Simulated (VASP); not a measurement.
# B (Fd-3m) in VASP: settings compared

B is run at these levels: PBE, HSE06; tasks: single point.

All numbers are computed with VASP 6.6.1; they aren't measurements. Logs are shortened: lines on timing, memory, paths and dates and some standing lists are left out, and cuts for length are marked.

### Step 1. The cell of the first run

It takes space group Fd-3m (No. 227, cubic). Conventional cell: a = 4.052 Å, b = 4.052 Å, c = 4.052 Å, α = 90.00°, β = 90.00°, γ = 90.00°. B (site symmetry -43m) has 4 B at 1.75 Å within 2.3 Å.

### Step 2. Single point, PBE

Contents of INCAR:

```
PREC     = Accurate       # precision mode
ENCUT    = 520            # plane-wave cutoff, eV
EDIFF    = 1E-7           # SCF threshold, eV
ISMEAR   = -1             # smearing method
SIGMA    = 0.1            # smearing width, eV
LREAL    = False          # projectors in reciprocal space
LASPH    = True           # aspherical terms in the spheres
NELM     = 60             # most SCF steps
ALGO     = Normal         # electronic algorithm
ISIF     = 2              # what is computed and relaxed
LWAVE    = False          # write WAVECAR
LCHARG   = True           # write CHGCAR
GGA      = PE             # functional
LELF     = True           # ELF
LVHAR    = True         
NBANDS   = 10             # bands
```

Contents of KPOINTS:

```
Automatic mesh
0
Gamma
  7 7 7
```

Contents of POSCAR:

```
B
1.0
    0.0000000000      2.0261946966      2.0261946966
    2.0261946966      0.0000000000      2.0261946966
    2.0261946966      2.0261946966      0.0000000000
B
2
Direct
    0.1250000000      0.1250000000      0.1250000000
    0.8750000000      0.8750000000      0.8750000000
```

Potentials or basis: VASP PAW PBE potentials, release 64 (B).

On the command line:

```bash
> cat potpaw_PBE.64/B/POTCAR > POTCAR
> mpirun -np 1 vasp_std > vasp.out
```

OUTCAR:

```text
PREC = Accurate
   ENCUT = 520
   EDIFF = 1E-7
   ISMEAR = -1
   LREAL = False
   LASPH = True
   NELM = 60
   ISIF = 2
   GGA = PE

 ion  position               nearest neighbor table
   1  0.125  0.125  0.125-   2 1.75   2 1.75   2 1.75   2 1.75
   2  0.875  0.875  0.875-   1 1.75   1 1.75   1 1.75   1 1.75

  LATTYP: Found a face centered cubic cell.
 ALAT       =     4.0523893932

  Lattice vectors:

 A1 = (   0.0000000000,   2.0261946966,   2.0261946966)
 A2 = (   2.0261946966,   0.0000000000,   2.0261946966)
 A3 = (   2.0261946966,   2.0261946966,   0.0000000000)

Analysis of symmetry for initial positions (statically):
=====================================================================
 Subroutine PRICEL returns:
 Original cell was already a primitive cell.

 Routine SETGRP: Setting up the symmetry group for a
 face centered cubic supercell.

 Subroutine GETGRP returns: Found 48 space group operations
 (whereof 12 operations were pure point group operations)
 out of a pool of 48 trial point group operations.

The static configuration has the point symmetry D_3d.
 The point group associated with its full space group is O_h .

Analysis of symmetry for dynamics (positions and initial velocities):
=====================================================================
 Subroutine PRICEL returns:
 Original cell was already a primitive cell.

 Routine SETGRP: Setting up the symmetry group for a
 face centered cubic supercell.

 Subroutine GETGRP returns: Found 48 space group operations
 (whereof 12 operations were pure point group operations)
 out of a pool of 48 trial point group operations.

The dynamic configuration has the point symmetry D_3d.
 The point group associated with its full space group is O_h .

 Subroutine INISYM returns: Found 48 space group operations
 (whereof 12 operations are pure point group operations),
 and found     1 'primitive' translations

----------------------------------------------------------------------------------------

                                     Primitive cell

  volume of cell :      16.6369

  direct lattice vectors                    reciprocal lattice vectors
     0.000000000  2.026194697  2.026194697    -0.246767994  0.246767994  0.246767994
     2.026194697  0.000000000  2.026194697     0.246767994 -0.246767994  0.246767994
     2.026194697  2.026194697  0.000000000     0.246767994  0.246767994 -0.246767994

  length of vectors
[... 76 lines left out ...]
   NELM   =     60;   NELMIN=  2; NELMDL= -5     # of ELM steps
   EDIFF  = 0.1E-06   stopping-criterion for ELM
   LREAL  =      F    real-space projection
   EDIFFG = 0.1E-05   stopping-criterion for IOM
   NSW    =      0    number of steps for IOM
   IBRION =     -1    ionic relax: 0-MD 1-quasi-New 2-CG
   NFREE  =      0    steps in history (QN), initial steepest desc. (CG)
   ISIF   =      2    stress and relaxation
   ISYM   =      2    0-nonsym 1-usesym 2-fastsym
   POTIM  = 0.5000    time-step for ionic-motion
   TEBEG  =    0.0;   TEEND  =   0.0 temperature during run
   PSTRESS=    0.0 pullay stress
   NELECT =       6.0000    total number of electrons
   NUPDOWN=      -1.0000    fix difference up-down
   EMIN   =  10.00;   EMAX   =-10.00  energy-range for DOS
   EFERMI =   0.00;   METHOD = LEGACY
   ISMEAR =    -1;   SIGMA  =   0.10  broadening in eV -4-tet -1-fermi 0-gaus
   EFERMI_NEDOS =   21; number of points for ismear=-14 and -15
   IALGO  =     38    algorithm
   IMIX   =      4    mixing-type and parameters
     AMIX     =   0.40;   BMIX     =  1.00
     AMIX_MAG =   1.60;   BMIX_MAG =  1.00
  volume/ion in A,a.u.               =       8.32        56.14
  Fermi-wavevector in a.u.,A,eV,Ry     =   1.165290  2.202079 18.475367  1.357901
  Thomas-Fermi vector in A             =   2.301818
   LORBIT       =      0    0 simple, 1 ext, 2 COOP (PROOUT), +10 PAW based schemes
   GGA     = PE    functional components
[... 5 lines left out ...]
 non-spin polarized calculation
  energy-cutoff  :      520.00
  volume of cell :       16.64
 maximum number of plane-waves:       459
 NGX is ok and might be reduce to    24
   NGX = 11   NGY = 11   NGZ = 11

 number of electron       6.0000000 magnetization

 Free energy of the ion-electron system (eV)
  ---------------------------------------------------
  ext. energy  EPLUGINS =         0.00000000
  ---------------------------------------------------
  free energy    TOTEN  =       -11.50918231 eV

  energy without entropy =      -11.46260679  energy(sigma->0) =      -11.48589455

 E-fermi :   3.7048     XC(G=0): -11.1961

 val. band max:        3.6649947791   @ k =  -0.2857   0.1429   0.0000
 cond. band min:       3.7893307162   @ k =   0.2857   0.2857   0.0000
 fundamental gap:      0.1243359371
 Fermi energy:         3.7047888665

 k-point     1 :       0.0000    0.0000    0.0000
  band No.  band energies     occupation
      1      -9.1224      2.00000
      2       7.7802      0.00000
      3       7.7802      0.00000
      4       7.7802      0.00000
      5      11.9234      0.00000
      6      11.9234      0.00000
      7      11.9234      0.00000
      8      20.2625      0.00000
      9      22.5166      0.00000
     10      26.7146      0.00000
[... 235 lines left out ...]
 k-point    20 :      -0.2857    0.4286    0.1429
  band No.  band energies     occupation
      1      -2.2108      2.00000
      2      -1.0427      2.00000
      3      -0.0466      2.00000
      4       2.1642      2.00000
      5      13.6332      0.00000
      6      16.5135      0.00000
      7      18.4217      0.00000
      8      19.0458      0.00000
      9      23.0236      0.00000
     10      26.0660      0.00000

------------------------ aborting loop because EDIFF is reached ----------------------------------------

  FORCE on cell =-STRESS in cart. coord.  units (eV):
  Direction    XX          YY          ZZ          XY          YZ          ZX
  --------------------------------------------------------------------------------------
  -------------------------------------------------------------------------------------
  Total       -0.0132102     -0.0132102     -0.0132102     -0.0000000      0.0000000      0.0000000
  in kB       -1.2721759     -1.2721759     -1.2721759     -0.0000000      0.0000000      0.0000000
  external PRESSURE =      -1.2721759 kB  Pullay stress =       0.0000000 kB

 VOLUME and BASIS-vectors are now :
 -----------------------------------------------------------------------------
  energy-cutoff  :      520.00
  volume of cell :       16.64
      direct lattice vectors                 reciprocal lattice vectors
     0.000000000  2.026194697  2.026194697    -0.246767994  0.246767994  0.246767994
     2.026194697  0.000000000  2.026194697     0.246767994 -0.246767994  0.246767994
     2.026194697  2.026194697  0.000000000     0.246767994  0.246767994 -0.246767994

 POSITION                                       TOTAL-FORCE (eV/Angst)
 -----------------------------------------------------------------------------------
      0.50655      0.50655      0.50655        -0.000000      0.000000     -0.000000
      3.54584      3.54584      3.54584         0.000000     -0.000000      0.000000
 -----------------------------------------------------------------------------------
    total drift:                                0.000000      0.000000      0.000000

  FREE ENERGIE OF THE ION-ELECTRON SYSTEM (eV)
  ---------------------------------------------------
  free  energy   TOTEN  =       -11.5091823105 eV

  energy  without entropy=      -11.4626067893  energy(sigma->0) =      -11.48589455
```

OSZICAR:

```text
N       E                     dE             d eps       ncg     rms          rms(c)
DAV:   1    -0.252683929275E+01   -0.25268E+01   -0.27572E+03   408   0.516E+02
DAV:   2    -0.115407835260E+02   -0.90139E+01   -0.83963E+01   546   0.779E+01
DAV:   3    -0.117029788907E+02   -0.16220E+00   -0.15885E+00   494   0.770E+00
DAV:   4    -0.117031160095E+02   -0.13712E-03   -0.13710E-03   470   0.225E-01
DAV:   5    -0.117031160936E+02   -0.84127E-07   -0.84349E-07   452   0.589E-03    0.295E+00
DAV:   6    -0.115634401770E+02    0.13968E+00   -0.63366E-02   422   0.151E+00    0.177E+00
DAV:   7    -0.115086614587E+02    0.54779E-01   -0.91306E-02   460   0.180E+00    0.239E-01
DAV:   8    -0.115091671765E+02   -0.50572E-03   -0.18337E-03   428   0.335E-01    0.273E-02
DAV:   9    -0.115091781157E+02   -0.10939E-04   -0.34257E-05   484   0.396E-02    0.128E-02
DAV:  10    -0.115091821789E+02   -0.40632E-05   -0.28515E-06   442   0.128E-02    0.109E-03
DAV:  11    -0.115091823069E+02   -0.12803E-06   -0.97916E-08   488   0.230E-03    0.348E-04
DAV:  12    -0.115091823105E+02   -0.36200E-08   -0.77806E-09   224   0.713E-04
   1 F= -.11509182E+02 E0= -.11485895E+02  d E =-.465755E-01
```

stdout:

```text
POSCAR found type information on POSCAR B
 POSCAR found :  1 types and       2 ions
 scaLAPACK will be used
 LDA part: xc-table for (Slater+PW92), standard interpolation
 POSCAR, INCAR and KPOINTS ok, starting setup
 FFT: planning ... GRIDC
 FFT: planning ... GRID_SOFT
 FFT: planning ... GRID
 WAVECAR not read
 entering main loop
```

It took 4.4 s on 1 thread of Intel Xeon Platinum 8124M at 3.00GHz (Skylake/Cascade Lake), shared host; peak memory 0.12 GiB.

Results:

* Free energy: -11.5092 eV
* Pressure: -0.1 GPa
* Band gap on the k mesh: zero (band 3 reaches 7.78 eV, above the bottom of band 4 at 1.84 eV)

Caveat: the k points lie up to 0.38 Å⁻¹ apart.

### Step 3. Single point, HSE06

POSCAR is that of step 2.

Contents of INCAR.step1:

```
PREC     = Accurate       # precision mode
ENCUT    = 520            # plane-wave cutoff, eV
EDIFF    = 1E-5           # SCF threshold, eV
ISMEAR   = -1             # smearing method
SIGMA    = 0.1            # smearing width, eV
LREAL    = F              # projectors in reciprocal space
LASPH    = T              # aspherical terms in the spheres
NELM     = 100            # most SCF steps
ALGO     = Normal         # electronic algorithm
ISIF     = 2              # what is computed and relaxed
LWAVE    = T              # write WAVECAR
LCHARG   = F              # write CHGCAR
GGA      = PE             # functional
NBANDS   = 10             # bands
```

Contents of INCAR.step2:

```
PREC     = Accurate       # precision mode
ENCUT    = 520            # plane-wave cutoff, eV
EDIFF    = 1E-7           # SCF threshold, eV
ISMEAR   = -1             # smearing method
SIGMA    = 0.1            # smearing width, eV
LREAL    = F              # projectors in reciprocal space
LASPH    = T              # aspherical terms in the spheres
NELM     = 100            # most SCF steps
ALGO     = Normal         # electronic algorithm
ISIF     = 2              # what is computed and relaxed
LWAVE    = F              # write WAVECAR
LCHARG   = F              # write CHGCAR
GGA      = PE             # functional
LHFCALC  = T              # exact exchange
HFSCREEN = 0.2079         # screening, 1/A
PRECFOCK = Normal       
ISTART   = 1            
NBANDS   = 10             # bands
```

Contents of KPOINTS:

```
regular mesh
0
Gamma
  7 7 7
```

Potentials or basis: VASP PAW PBE potentials, release 64 (B).

On the command line:

```bash
> cat potpaw_PBE.64/B/POTCAR > POTCAR
> cp INCAR.step1 INCAR
> mpirun -np 1 vasp_std > vasp.out
> cp INCAR.step2 INCAR
> mpirun -np 1 vasp_std > vasp.out
```

Wall time 15 min (1 thread of AMD EPYC 7R13, shared host); peak memory 0.2 GiB.

It converged, with:

```
Free energy            : -12.4783 eV
Pressure               : -1.8 GPa
Band gap on the k mesh : zero (band 3 reaches 8.39 eV, above the bottom of band 4 at 1.33 eV)
```

Levels at points of the mesh, in eV from the Fermi level:
| k point | band 1 | band 2 | band 3 | band 4 | band 5 | band 6 | band 7 |
| --- | --- | --- | --- | --- | --- | --- | --- |
| (0.00, 0.00, 0.00) | -14.72 | 4.84 | 4.84 | 4.84 | 9.23 | 9.23 | 9.23 |

Caveat: the k points lie up to 0.38 Å⁻¹ apart; the PAW data sets were made with another functional, which shifts forces and pressure a little.

### Step 4. Single point, PBE

Contents of INCAR:

```
SYSTEM = B
PREC = Accurate
ENCUT = 520
EDIFF = 1E-6
ISMEAR = -1
SIGMA = 0.1
LREAL = .FALSE.
LASPH = .TRUE.
NELM = 60
ALGO = Normal
ISIF = 2
LWAVE = .FALSE.
LCHARG = .TRUE.
GGA = PE
LELF = .TRUE.
LVHAR = .TRUE.
NBANDS = 10
```

Contents of KPOINTS:

```
Automatic mesh
0
G
  13 13 13
  0 0 0
```

Contents of POSCAR:

```
B
1.0
    0.0000000000      2.0261947002      2.0261947002
    2.0261947002      0.0000000000      2.0261947002
    2.0261947002      2.0261947002      0.0000000000
B
2
Direct
    0.1250000000      0.1250000000      0.1250000000
    0.8750000000      0.8750000000      0.8750000000
```

On the command line:

```bash
> cat potpaw_PBE.64/B/POTCAR > POTCAR
> mpirun -np 1 vasp_std > vasp.out
```

Wall time 8.6 s (1 thread of Intel Xeon Platinum 8259CL at 2.50GHz (Skylake/Cascade Lake), shared host); peak memory 0.13 GiB.

Results (log left out):

```
Free energy            : -11.5332 eV
Pressure               : 0.0 GPa
Band gap on the k mesh : zero (band 3 reaches 7.78 eV, above the bottom of band 4 at 1.17 eV)
```

Levels at points of the mesh, in eV from the Fermi level:
```csv
k point,band 1,band 2,band 3,band 4,band 5,band 6,band 7,band 8
"(0.00, 0.00, 0.00)",-12.88,4.02,4.02,4.02,8.17,8.17,8.17,16.51
```

### Step 5. Overview

| level | k mesh | grid for exact exchange (PRECFOCK) | screening parameter | gap on the mesh (eV) | pressure (GPa) |
| --- | --- | --- | --- | --- | --- |
| PBE | 7 × 7 × 7 | - | - | none | -0.1 |
| HSE06 | 7 × 7 × 7 | Normal | 0.2079 1/Å | none | -1.8 |
| PBE | 13 × 13 × 13 | - | - | none | 0.0 |

Alike in all rows: task single point; potentials or basis VASP PAW PBE potentials, release 64 (B); no spin polarisation; cell a = 2.865 Å, angles 60.0°, 2 atoms; cutoff (eV) 520; smearing fermi-dirac 0.1 eV.

Caveats: some runs use coarse meshes; the PAW data sets were made with another functional, which shifts forces and pressure a little (some runs).

Total energies depend on the potentials used, so only differences within one code and one set of settings carry meaning.
